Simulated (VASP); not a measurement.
Input of a VASP 6.6.1 run:

The input INCAR:

```
PREC = Accurate
ENCUT = 500
EDIFF = 1E-6
ISMEAR = 0
SIGMA = 0.01
LREAL = F
LASPH = T
NELM = 120
ALGO = Normal
ISIF = 2
LWAVE = F
LCHARG = T
GGA = PE
LELF = T
LVHAR = T
NBANDS = 16
GGA_COMPAT = F
```

KPOINTS

```
regular mesh
0
Gamma
  6 6 6
```

Contents of POSCAR:

```
CdS
1.0
    0.0000000000      2.9090000000      2.9090000000
    2.9090000000      0.0000000000      2.9090000000
    2.9090000000      2.9090000000      0.0000000000
Cd S
1 1
Direct
    0.0000000000      0.0000000000      0.0000000000
    0.2500000000      0.2500000000      0.2500000000
```

Potentials or basis: VASP PAW PBE potentials, release 64 (Cd, S).

Launch:

```bash
$ cat potpaw_PBE.64/Cd/POTCAR potpaw_PBE.64/S/POTCAR > POTCAR
$ mpirun -np 1 vasp_std > vasp.out
```

What does it give for the band gap on the k mesh?

1.17 eV, direct.

Estimate the pressure.

3.7 GPa.

A hybrid or GW would open this gap; PBE tends to underestimate it.
